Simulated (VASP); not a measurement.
Here is a VASP 6.6.1 calculation.

File INCAR:

```
PREC = Accurate ; ENCUT = 520
EDIFF = 1E-6 ; ISMEAR = 0
SIGMA = 0.019000000000000003 ; LREAL = False
LASPH = True ; NELM = 60
ALGO = Normal ; ISIF = 2
LWAVE = False ; LCHARG = True
GGA = PE ; LELF = True
LVHAR = True ; NBANDS = 17
```

File KPOINTS:

```
Automatic mesh
0
Gamma
  7 7 7
```

Contents of POSCAR:

```
PbS
1.0
    3.6536590000      0.0000000000      0.0000000000
    0.0000000000      3.6536590000      0.0000000000
    0.0000000000      0.0000000000      3.6536590000
Pb S
1 1
Direct
    0.0000000000      0.0000000000      0.0000000000
    0.5000000000      0.5000000000      0.5000000000
```

Potentials or basis: VASP PAW PBE potentials, release 64 (Pb_d, S).

Run with:

```console
$ cat potpaw_PBE.64/Pb_d/POTCAR potpaw_PBE.64/S/POTCAR > POTCAR
$ mpirun -np 1 vasp_std > vasp.out
```

Q: Predict the pressure.

A: 0.2 GPa.

Q: Estimate the band gap on the k mesh.

A: 0.10 eV, indirect (least direct gap 1.42 eV).

Caveat: spin-orbit coupling is left out, which moves the levels of the heavy elements. A k mesh can miss the band edges.
